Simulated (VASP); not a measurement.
Wanted: the native input for a VASP 6.6.1 run.

```
Task                   : single point
Functional             : PBE
Potentials or basis    : VASP PAW PBE potentials, release 64 (Ca_sv, O)
Cutoff                 : 520 eV
k mesh                 : 39 × 39 × 39
Occupations            : fermi-dirac, width 0.0612256 eV
Spin                   : no spin polarisation
Dipole correction      : no
Further INCAR settings : ALGO = Normal; EDIFF = 1e-07; NBANDS = 15
```

The structure of CaO (rock salt type) lies in POSCAR:

```
CaO
1.0
    0.0000000000      2.4315755270      2.4315755270
    2.4315755270      0.0000000000      2.4315755270
    2.4315755270      2.4315755270      0.0000000000
Ca O
1 1
Direct
    0.0000000000      0.0000000000      0.0000000000
    0.5000000000      0.5000000000      0.5000000000
```

The input as run:

INCAR

```
SYSTEM = CaO
  PREC = Accurate
  ENCUT = 520
  EDIFF = 1E-7
  ISMEAR = -1
  SIGMA = 0.06122561905347299
  LREAL = .FALSE.
  LASPH = .TRUE.
  NELM = 60
  ALGO = Normal
  ISIF = 2
  LWAVE = .FALSE.
  LCHARG = .FALSE.
  GGA = PE
  NBANDS = 15
```

KPOINTS

```
Automatic mesh
0
G
  39 39 39
  0 0 0
```

Potentials or basis: VASP PAW PBE potentials, release 64 (Ca_sv, O).

Run with:

```console
$ cat potpaw_PBE.64/Ca_sv/POTCAR potpaw_PBE.64/O/POTCAR > POTCAR
$ mpirun -np 1 vasp_std > vasp.out
```

Results of the run:

```json
{
  "Pressure": "-1.5 GPa",
  "Band gap on the k mesh": "3.65 eV, indirect (least direct gap 4.03 eV)"
}
```

Run time: 11 min on 1 thread of AMD EPYC 9R45 (Zen 5), with other jobs on the host, peak memory 0.68 GiB.
